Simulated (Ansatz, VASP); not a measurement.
# One calculation of InSe, two programs

```
Se In
1.0
     4.02661    0.00000    0.00000
    -2.01331    3.48715    0.00000
     0.00000    0.00000   28.27071
Se In
4 4
Direct
  0.00000 0.00000 0.15918
  0.00000 0.00000 0.34967
  0.22222 0.44444 0.48090
  0.22222 0.44444 0.67139
  0.66667 0.33333 0.20500
  0.66667 0.33333 0.30385
  0.88889 0.77778 0.52672
  0.88889 0.77778 0.62557
```

Alike in both runs: task single point; functional PBE; dispersion D3(BJ); k mesh 9 × 9 × 1; occupations gaussian, width 0.05 eV; no spin polarisation.

```csv
,VASP,Ansatz
version,VASP 6.6.1,Ansatz 0.2.0
potentials or method,"VASP PAW PBE potentials, release 64 (Se, In_d), cutoff 520 eV","scalar-relativistic, plane waves, PAW"
valence electrons in the cell,76,116
```

Ansatz gave:

```
gap on the k mesh at the Fermi level (eV) : 1.27
least direct gap on the mesh (eV)         : 1.31
rms of the force components (eV/Å)        : 0.020
```

Which values does VASP return?

gap on the k mesh at the Fermi level (eV): 1.26; least direct gap on the mesh (eV): 1.30; rms of the force components (eV/Å): 0.023.

VASP's potentials hold 76 valence electrons a cell and Ansatz's 116, so a difference there can come from the potentials and not from the codes.
